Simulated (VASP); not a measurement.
Ni, 1 atom in the cell. Symmetry: Pm-3m, No. 221, cubic system. The conventional cell has a = 2.291 Å, b = 2.291 Å, c = 2.291 Å, α = 90.00°, β = 90.00°, γ = 90.00°. Ni (site symmetry m-3m) has 6 Ni at 2.29 Å within 3.0 Å.  This cell differs from its parent crystal: volume scaled by 0.92.

- Program: VASP 6.6.1
- Task: single point
- Functional: RPBE
- Potentials or basis: VASP PAW PBE potentials, release 64 (Ni)
- Cutoff: 520 eV
- k mesh: 15 × 15 × 15
- Occupations: fermi-dirac, width 0.05 eV
- Spin: collinear spin, ferromagnetic start
- Starting moments: [0.661] μB
- Dipole correction: no
- Further INCAR settings: ALGO = Normal; EDIFF = 1e-07; NBANDS = 15

Potentials or basis: VASP PAW PBE potentials, release 64 (Ni).

The run is started by

```sh
$ cat potpaw_PBE.64/Ni/POTCAR > POTCAR
$ mpirun -np 1 vasp_std > vasp.out
```

Hardware: 1 thread of Intel Xeon 8259CL (shared host).

Task: Estimate the wall time of this run.

Result: Wall time 63 s on 1 thread of Intel Xeon 8259CL (shared host), peak memory 0.15 GiB. Counts: scf iterations 14, k points 120.
